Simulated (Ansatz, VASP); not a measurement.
**Two plane-wave programs on TaSi2**

Contents of INCAR:

```
SYSTEM = TaSi2
  PREC = Accurate
  ENCUT = 520
  EDIFF = 1E-7
  ISMEAR = 0
  SIGMA = 0.15
  LREAL = .FALSE.
  LASPH = .TRUE.
  NELM = 100
  ALGO = Normal
  ISIF = 2
  LWAVE = .FALSE.
  LCHARG = .FALSE.
  GGA = PS
  NBANDS = 38
```

KPOINTS

```
Automatic mesh
0
G
  12 12 6
  0 0 0
```

Contents of POSCAR:

```
TaSi2
1.0
    4.7609902391      0.0000000000      0.0000000000
   -2.3804951195      4.1231384942      0.0000000000
    0.0000000000      0.0000000000      6.5561430408
Ta Si
3 6
Direct
    0.5090950134      0.0181900269      0.0000000000
    0.5090950134      0.4909049866      0.6666666667
   -0.0181900269      0.4909049866      0.3333333333
    0.1661699380      0.3323398759      0.0000000000
    0.8476044303      0.1523955697      0.6666666667
    0.6676601241      0.8338300620      0.3333333333
    0.8476044303      0.6952088606      0.0000000000
    0.1661699380      0.8338300620      0.6666666667
    0.3047911394      0.1523955697      0.3333333333
```

Input for Ansatz:

```yaml
crystal:
  lattice:
    - [4.7609902391, 0.0, 0.0]
    - [-2.3804951195, 4.1231384942, 0.0]
    - [0.0, 0.0, 6.5561430408]
  atoms:
    - { symbol: Ta, position: [0.5090950134, 0.0181900269, 0.0] }
    - { symbol: Ta, position: [0.5090950134, 0.4909049866, 0.6666666667] }
    - { symbol: Ta, position: [-0.0181900269, 0.4909049866, 0.3333333333] }
    - { symbol: Si, position: [0.166169938, 0.3323398759, 0.0] }
    - { symbol: Si, position: [0.8476044303, 0.1523955697, 0.6666666667] }
    - { symbol: Si, position: [0.6676601241, 0.833830062, 0.3333333333] }
    - { symbol: Si, position: [0.8476044303, 0.6952088606, 0.0] }
    - { symbol: Si, position: [0.166169938, 0.833830062, 0.6666666667] }
    - { symbol: Si, position: [0.3047911394, 0.1523955697, 0.3333333333] }
basis:
  ecutwfc: 420
kpoints:
  mp_grid: { grid: [12, 12, 6] }
hamiltonian:
  xc: pbesol
scf:
  occupations: { method: gaussian, width: 0.15 }
output:
  forces: true
  stress: true
  eigenvalues: true
```

Change from the starting cell: mode 4 (106.9 1/cm) frozen in, largest displacement +0.075 Å.

Alike in both runs: task single point; functional PBEsol; k mesh 12 × 12 × 6; occupations gaussian, width 0.15 eV; no spin polarisation.

```csv
,VASP,Ansatz
version,VASP 6.6.1,Ansatz 0.2.0
potentials or method,"VASP PAW PBE potentials, release 64 (Ta_pv, Si), cutoff 520 eV","scalar-relativistic, plane waves, PAW"
valence electrons in the cell,57,63
```

Ansatz gave:

```
gap on the k mesh at the Fermi level (eV)                     : none
pressure (GPa)                                                : 0.1
traceless stress, the component that is largest in VASP (GPa) : 0.02
rms of the force components (eV/Å)                            : 0.194
```

Which values does VASP return?

gap on the k mesh at the Fermi level (eV): none; pressure (GPa): 0.4; traceless stress, the component that is largest in VASP (GPa): 0.09; rms of the force components (eV/Å): 0.194.

VASP's potentials were made for PBE, not for PBEsol. Atom by atom the forces differ by 0.001 eV/Å (rms over components). A gap of «none» marks a metal or a gap that the smearing closes. With one functional, cell and mesh, what is left measures potentials, basis and numerics. VASP's potentials hold 57 valence electrons a cell and Ansatz's 63, so a difference there can come from the potentials and not from the codes.

Spin-orbit coupling is off throughout.
